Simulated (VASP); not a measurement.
Write the native input for VASP 6.6.1 that does the following.

```
Task                   : single point
Functional             : PBEsol
Potentials or basis    : VASP PAW PBE potentials, release 64 (Pb_d, O)
Cutoff                 : 600 eV
k mesh                 : 9 × 9 × 9
Occupations            : methfessel-paxton, width 0.1 eV
Spin                   : no spin polarisation
Dipole correction      : no
Further INCAR settings : ALGO = Normal; EDIFF = 1e-06; NBANDS = 20
```

The structure of PbO2 lies in POSCAR:

```
PbO2
1.0
    0.0000000000      2.6279272300      2.6279272300
    2.6279272300      0.0000000000      2.6279272300
    2.6279272300      2.6279272300      0.0000000000
Pb O
1 2
Direct
    0.0000000000      0.0000000000      0.0000000000
    0.7500000000      0.7500000000      0.7500000000
    0.2500000000      0.2500000000      0.2500000000
```

These files were run (other wordings do the same):

INCAR

```
SYSTEM = PbO2
PREC     = Accurate       ! precision mode
ENCUT    = 600            ! plane-wave cutoff, eV
EDIFF    = 1E-6           ! SCF threshold, eV
ISMEAR   = 1              ! smearing method
SIGMA    = 0.1            ! smearing width, eV
LREAL    = .FALSE.        ! projectors in reciprocal space
LASPH    = .TRUE.         ! aspherical terms in the spheres
NELM     = 120            ! most SCF steps
ALGO     = Normal         ! electronic algorithm
ISIF     = 2              ! what is computed and relaxed
LWAVE    = .FALSE.        ! write WAVECAR
LCHARG   = .FALSE.        ! write CHGCAR
GGA      = PS             ! functional
NBANDS   = 20             ! bands
GGA_COMPAT= .FALSE.
```

KPOINTS

```
regular mesh
0
G
  9 9 9
  0 0 0
```

Potentials or basis: VASP PAW PBE potentials, release 64 (Pb_d, O).

The run is started by

```sh
$ cat potpaw_PBE.64/Pb_d/POTCAR potpaw_PBE.64/O/POTCAR > POTCAR
$ mpirun -np 1 vasp_std > vasp.out
```

It gave:

| Quantity | Value |
| --- | --- |
| Pressure | 7.4 GPa |
| Band gap on the k mesh | zero (bands 13 and 14 overlap by 1.35 eV) |

Caveat: the cell stands under pressure; the PAW data sets were made with another functional, which shifts forces and pressure a little; spin-orbit coupling is left out, which moves the levels of the heavy elements.

It took 27 s on 1 thread of Intel(R) Xeon(R) Platinum 8375C CPU @ 2.90GHz (Ice Lake), on a shared host, peak memory 0.18 GiB.
